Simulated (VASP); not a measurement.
Wanted: the native input for a VASP 6.6.1 run.

- Task: single point
- Functional: PBE
- Potentials or basis: VASP PAW PBE potentials, release 64 (B, P)
- Cutoff: 520 eV
- k mesh: 12 × 12 × 12
- Occupations: gaussian, width 0.05 eV
- Spin: no spin polarisation
- Dipole correction: no
- Further INCAR settings: ALGO = Normal; EDIFF = 1e-06; NBANDS = 11

The structure of BP lies in POSCAR:

```
BP
1.0
    0.0000000000      2.2935993595      2.2032654750
    2.2032654750      0.0000000000      2.2032654750
    2.2032654750      2.2935993595      0.0000000000
B P
1 1
Direct
    0.0000000000      0.0000000000      0.0000000000
    0.7500000000      0.7500000000      0.7500000000
```

These files were run (other wordings do the same):

INCAR

```
PREC = Accurate
ENCUT = 520
EDIFF = 1E-6
ISMEAR = 0
SIGMA = 0.05
LREAL = F
LASPH = T
NELM = 80
ALGO = Normal
ISIF = 2
LWAVE = F
LCHARG = T
GGA = PE
LELF = T
LVHAR = T
NBANDS = 11
```

KPOINTS

```
Automatic mesh
0
Gamma
  12 12 12
```

Potentials or basis: VASP PAW PBE potentials, release 64 (B, P).

Launch:

```sh
$ cat potpaw_PBE.64/B/POTCAR potpaw_PBE.64/P/POTCAR > POTCAR
$ mpirun -np 1 vasp_std > vasp.out
```

Results of the run:

- Pressure: 9.5 GPa
- Band gap on the k mesh: 0.86 eV (least direct gap 3.27 eV)

Caveat: the cell stands under pressure.

Wall time 23 s on 1 thread of Intel Xeon 8259CL, with other jobs on the host, peak memory 0.16 GiB.
